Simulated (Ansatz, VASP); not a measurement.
GaP in VASP and in Ansatz

INCAR

```
  PREC = Accurate
  ENCUT = 500
  EDIFF = 1E-6
  ISMEAR = 0
  SIGMA = 0.1
  LREAL = F
  LASPH = T
  NELM = 200
  ALGO = Normal
  ISIF = 2
  LWAVE = F
  LCHARG = F
  LDAU = T
  LDAUTYPE = 2
  LDAUL = 2 -1
  LDAUU = 0.96 0
  LDAUJ = 0 0
  LDAUPRINT = 1
  GGA = PE
  NBANDS = 16
  GGA_COMPAT = F
```

KPOINTS

```
Automatic mesh
0
Gamma
  4 4 4
```

The input POSCAR:

```
GaP
1.0
    0.0000000000      2.7258124945      2.7258124945
    2.7258124945      0.0000000000      2.7258124945
    2.7258124945      2.7258124945      0.0000000000
Ga P
1 1
Direct
    0.0000000000      0.0000000000      0.0000000000
    0.2500000000      0.2500000000      0.2500000000
```

Input for Ansatz:

```yaml
crystal:
  lattice:
    - [0.0, 2.7258124945, 2.7258124945]
    - [2.7258124945, 0.0, 2.7258124945]
    - [2.7258124945, 2.7258124945, 0.0]
  atoms:
    - { symbol: Ga, position: [0.0, 0.0, 0.0] }
    - { symbol: P, position: [0.25, 0.25, 0.25] }
basis:
  ecutwfc: 420
kpoints:
  mp_grid: { grid: [4, 4, 4] }
hamiltonian:
  xc: pbe
  hubbard: { sites: [{ species: Ga, l: d, u_eff: 0.96 }] }
scf:
  occupations: { method: gaussian, width: 0.1 }
output:
  forces: true
  stress: true
  eigenvalues: true
```

Alike in both runs: task single point; functional PBE; k mesh 4 × 4 × 4; occupations gaussian, width 0.1 eV; no spin polarisation; Hubbard terms Ga d U = 0.96 eV.

|  | VASP | Ansatz |
| --- | --- | --- |
| version | VASP 6.6.1 | Ansatz 0.2.0 |
| potentials or method | VASP PAW PBE potentials, release 64 (Ga_d, P), cutoff 500 eV | scalar-relativistic, plane waves, PAW |
| valence electrons in the cell | 18 | 18 |

VASP gave:

| Item | Value |
| --- | --- |
| gap on the k mesh at the Fermi level (eV) | 1.63 |
| least direct gap on the mesh (eV) | 1.85 |
| pressure (GPa) | 2.3 |

Q: What did Ansatz give for the same quantities?

A: gap on the k mesh at the Fermi level (eV): 1.63; least direct gap on the mesh (eV): 1.82; pressure (GPa): 2.9.

The programs project onto different local orbitals, so the same U acts differently, and such runs can settle in different states.

The k mesh is coarse, so the values compare programs but aren't converged.
